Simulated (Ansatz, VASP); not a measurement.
**TeW in VASP and in Ansatz**

```
Te W
1.0
     0.00000    3.04953    3.04953
     3.04953    0.00000    3.04953
     3.04953    3.04953    0.00000
Te W
1 1
Direct
  0.00000 0.00000 0.00000
  0.75000 0.75000 0.75000
```

Alike in both runs: functional PBE; k mesh 16 × 16 × 16; occupations gaussian, width 0.1 eV; no spin polarisation.

Ansatz relaxed the structure, and its values are those at the end. VASP's run is a single point on that final structure, the one shown.

```csv
,VASP,Ansatz
version,VASP 6.6.1,Ansatz 0.2.0
potentials or method,"VASP PAW PBE potentials, release 64 (Te, W_sv), cutoff 500 eV","scalar-relativistic, plane waves, PAW"
valence electrons in the cell,20,30
```

|  | VASP | Ansatz | Ansatz less VASP |
| --- | --- | --- | --- |
| gap on the k mesh at the Fermi level (eV) | none | none | - |
| pressure (GPa) | 0.0 | 0.0 | +0.01 |

A gap of «none» marks a metal or a gap that the smearing closes. VASP's potentials hold 20 valence electrons a cell and Ansatz's 30, so a difference there can come from the potentials and not from the codes.

Neither program's run includes spin-orbit coupling.
